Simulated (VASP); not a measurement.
Runs of VASP 6.6.1 on TaN. The structure is that of space group P3m1 (No. 156), or close to it. The cells are those of the table. 

```tsv
task	cell	k mesh	cutoff (eV)	smearing	gap on the mesh (eV)	pressure (GPa)	relaxed volume (Å³/atom)	largest force (eV/Å)
relaxation of cell and atoms	relaxed from a = 3.145, b = 3.145, c = 4.829 Å, angles 90.0, 90.0, 120.0°, 2 atoms	12 × 12 × 8	600	gaussian 0.02 eV	0.46	0.0	20.71	-
single point	a = 2.522, b = 2.522, c = 5.117 Å, angles 90.0, 90.0, 120.0°, 2 atoms	6 × 6 × 4	600	gaussian 0.1 eV	0.10	50.2	-	(a)
relaxation of cell and atoms	relaxed from a = 2.522, b = 2.522, c = 5.117 Å, angles 90.0, 90.0, 120.0°, 2 atoms	6 × 6 × 4	600	gaussian 0.1 eV	none	0.0	16.00	0.01
single point	a = 3.143, b = 3.143, c = 5.032 Å, angles 90.0, 90.0, 120.0°, 2 atoms	12 × 12 × 8	520	gaussian 0.02 eV	(c)	0.4	-	0.08
single point	a = 3.145, b = 3.145, c = 4.829 Å, angles 90.0, 90.0, 120.0°, 2 atoms	6 × 6 × 4	520	gaussian 0.1 eV	0.60	0.6	-	(b)
```

Alike in all rows: level PBE; potentials or basis VASP PAW PBE potentials, release 64 (Ta_pv, N); no spin polarisation.

Q: Fill in the values left out.

A: (a) 1.34; (b) 0.10; (c) 0.53.

Caveats: some runs use coarse meshes; spin-orbit coupling is left out, which moves the levels of the heavy elements; forces of over 1 eV/Å act on the atoms, so gaps and moduli don't describe the material at rest (some runs).

A k mesh can miss the band edges, and the runs leave out spin-orbit coupling on Ta.

A gap of «none» marks levels without a gap at the run's occupations.
